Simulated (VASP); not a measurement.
Input of a VASP 6.6.1 run:

File INCAR:

```
SYSTEM = Cs
  PREC = Accurate
  ENCUT = 520
  EDIFF = 1E-6
  ISMEAR = 0
  SIGMA = 0.15
  LREAL = .FALSE.
  LASPH = .TRUE.
  NELM = 100
  ALGO = Fast
  ISIF = 2
  LWAVE = .FALSE.
  LCHARG = .FALSE.
  GGA = PE
  NBANDS = 10
```

The input KPOINTS:

```
Automatic mesh
0
G
  12 12 12
  0 0 0
```

The input POSCAR:

```
Cs
1.0
   -3.1434000000      3.1434000000      3.2643000000
    3.1434000000     -3.1434000000      3.2643000000
    3.1434000000      3.1434000000     -3.2643000000
Cs
1
Direct
    0.0000000000      0.0000000000      0.0000000000
```

Potentials or basis: VASP PAW PBE potentials, release 64 (Cs_sv).

Command:

```bash
$ cat potpaw_PBE.64/Cs_sv/POTCAR > POTCAR
$ mpirun -np 1 vasp_std > vasp.out
```

Q: What does it give for the pressure?

A: -0.2 GPa.

Caveat: the cell differs from its parent crystal (strain +0.040 along x and y, +0.080 along z).
